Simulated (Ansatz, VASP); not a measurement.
**HfO2: VASP beside Ansatz**

INCAR

```
SYSTEM = HfO2
PREC     = Accurate       ! precision mode
ENCUT    = 520            ! plane-wave cutoff, eV
EDIFF    = 1E-7           ! SCF threshold, eV
ISMEAR   = 0              ! smearing method
SIGMA    = 0.05           ! smearing width, eV
LREAL    = .FALSE.        ! projectors in reciprocal space
LASPH    = .TRUE.         ! aspherical terms in the spheres
NELM     = 60             ! most SCF steps
ALGO     = Normal         ! electronic algorithm
ISIF     = 2              ! what is computed and relaxed
LWAVE    = .FALSE.        ! write WAVECAR
LCHARG   = .FALSE.        ! write CHGCAR
GGA      = PE             ! functional
NBANDS   = 56             ! bands
```

File KPOINTS:

```
Automatic mesh
0
G
  6 6 3
  0 0 0
```

POSCAR

```
HfO2
1.0
   -2.5575000000     -2.5575000000      0.0000000000
    2.5575000000     -2.5575000000      0.0000000000
    0.0000000000      0.0000000000     16.2300000000
Hf O
4 8
Direct
    0.0000000000      0.0000000000      0.5909195933
    0.5000000000      0.5000000000      0.1181839187
    0.0000000000      0.0000000000      0.2757624769
    0.5000000000      0.5000000000      0.4333410351
    0.5000000000      0.0000000000      0.0393946396
    0.0000000000      0.5000000000      0.1969731978
    0.5000000000      0.0000000000      0.3545517560
    0.0000000000      0.5000000000      0.5121303142
    0.5000000000      0.0000000000      0.1969731978
    0.0000000000      0.5000000000      0.3545517560
    0.5000000000      0.0000000000      0.5121303142
    0.0000000000      0.5000000000      0.0393946396
```

Input for Ansatz:

```yaml
crystal:
  lattice:
    - [-2.5575, -2.5575, 0.0]
    - [2.5575, -2.5575, 0.0]
    - [0.0, 0.0, 16.23]
  atoms:
    - { symbol: Hf, position: [0.0, 0.0, 0.5909195933] }
    - { symbol: Hf, position: [0.5, 0.5, 0.1181839187] }
    - { symbol: Hf, position: [0.0, 0.0, 0.2757624769] }
    - { symbol: Hf, position: [0.5, 0.5, 0.4333410351] }
    - { symbol: O, position: [0.5, 0.0, 0.0393946396] }
    - { symbol: O, position: [0.0, 0.5, 0.1969731978] }
    - { symbol: O, position: [0.5, 0.0, 0.354551756] }
    - { symbol: O, position: [0.0, 0.5, 0.5121303142] }
    - { symbol: O, position: [0.5, 0.0, 0.1969731978] }
    - { symbol: O, position: [0.0, 0.5, 0.354551756] }
    - { symbol: O, position: [0.5, 0.0, 0.5121303142] }
    - { symbol: O, position: [0.0, 0.5, 0.0393946396] }
basis:
  ecutwfc: 420
kpoints:
  mp_grid: { grid: [6, 6, 3] }
hamiltonian:
  xc: pbe
scf:
  occupations: { method: gaussian, width: 0.05 }
output:
  forces: true
  stress: true
  eigenvalues: true
```

Alike in both runs: task single point; functional PBE; k mesh 6 × 6 × 3; occupations gaussian, width 0.05 eV; no spin polarisation.

```csv
,VASP,Ansatz
version,VASP 6.6.1,Ansatz 0.2.0
potentials or method,"VASP PAW PBE potentials, release 64 (Hf_pv, O), cutoff 520 eV","scalar-relativistic, plane waves, PAW"
valence electrons in the cell,88,152
```

Ansatz gave:

| Item | Value |
| --- | --- |
| gap on the k mesh at the Fermi level (eV) | none |
| rms of the force components (eV/Å) | 1.035 |

Task: Which values does VASP return?

Result: gap on the k mesh at the Fermi level (eV): none; rms of the force components (eV/Å): 1.045.

Atom by atom the forces differ by 0.052 eV/Å (rms over components). A gap of «none» marks a metal or a gap that the smearing closes. With one functional, cell and mesh, what is left measures potentials, basis and numerics. VASP's potentials hold 88 valence electrons a cell and Ansatz's 152, so a difference there can come from the potentials and not from the codes.

Spin-orbit coupling is off throughout.
